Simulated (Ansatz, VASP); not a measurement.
AlBAs2: VASP beside Ansatz

```
B As Al
1.0
     3.66088    0.00000    0.00000
     0.00000    3.66088    0.00000
     0.00000    0.00000    5.41298
B As Al
1 2 1
Direct
  0.00000 0.00000 0.00000
  0.00000 0.50000 0.21287
  0.50000 0.00000 0.78713
  0.50000 0.50000 0.50000
```

Alike in both runs: task single point; functional PBE; k mesh 8 × 8 × 6; occupations fermi-dirac, width 0.02 eV; non-collinear spin, spin-orbit coupling.

|  | VASP | Ansatz |
| --- | --- | --- |
| version | VASP 6.6.1 | Ansatz 0.2.0 |
| potentials or method | VASP PAW PBE potentials, release 64 (B, As, Al) | plane waves, PAW |
| plane-wave cutoff (eV) | 520 | 420 |
| valence electrons in the cell | 16 | 36 |

Ansatz gave:

| Property | Result |
| --- | --- |
| pressure (GPa) | 1.8 |
| rms of the force components (eV/Å) | 0.061 |
| net moment per atom (μB) | 0.00 |

**Question.** Which values does VASP return?

**Answer.** Pressure (GPa): 2.1; rms of the force components (eV/Å): 0.057; net moment per atom (μB): 0.00.

With one functional, cell and mesh, what is left measures potentials, basis and numerics. VASP's potentials hold 16 valence electrons a cell and Ansatz's 36, so a difference there can come from the potentials and not from the codes.
